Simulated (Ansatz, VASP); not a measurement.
# One calculation of Bi2TePd2, two programs

```
CELL_PARAMETERS angstrom
3.95451 0.00000 0.00000
-1.97725 3.42471 0.00000
-1.97725 1.14157 9.18180
ATOMIC_POSITIONS crystal
Bi 0.39806 0.60194 0.19418
Bi 0.60194 0.39806 0.80582
Pd 0.21160 0.78840 0.63480
Pd 0.78840 0.21160 0.36520
Te 0.00000 0.00000 0.00000
```

Alike in both runs: task relaxation of cell and atoms; functional RPBE; k mesh 5 × 5 × 5; occupations methfessel-paxton of order 1, width 0.0135 eV; no spin polarisation.

|  | VASP | Ansatz |
| --- | --- | --- |
| version | VASP 6.6.1 | Ansatz 0.2.0 |
| potentials or method | VASP PAW PBE potentials, release 64 (Bi_d, Pd, Te), cutoff 500 eV | PAW plane waves |
| valence electrons in the cell | 56 | 82 |

```tsv
	VASP	Ansatz	Ansatz less VASP
gap on the k mesh at the Fermi level, each at its own relaxed structure (eV)	none	none	-
relaxed volume (Å³/atom)	26.42	26.42	-0.002
relaxed cell length with the largest relative difference (Å)	8.278	8.281	+0.0038
```

VASP's potentials were made for PBE, not for RPBE. A gap of «none» marks a metal or a gap that the smearing closes. VASP's potentials hold 56 valence electrons a cell and Ansatz's 82, so a difference there can come from the potentials and not from the codes. Ansatz's warnings: structure snapped to symmetry.

The k mesh is coarse, so the values compare programs but aren't converged. Neither program's run includes spin-orbit coupling.
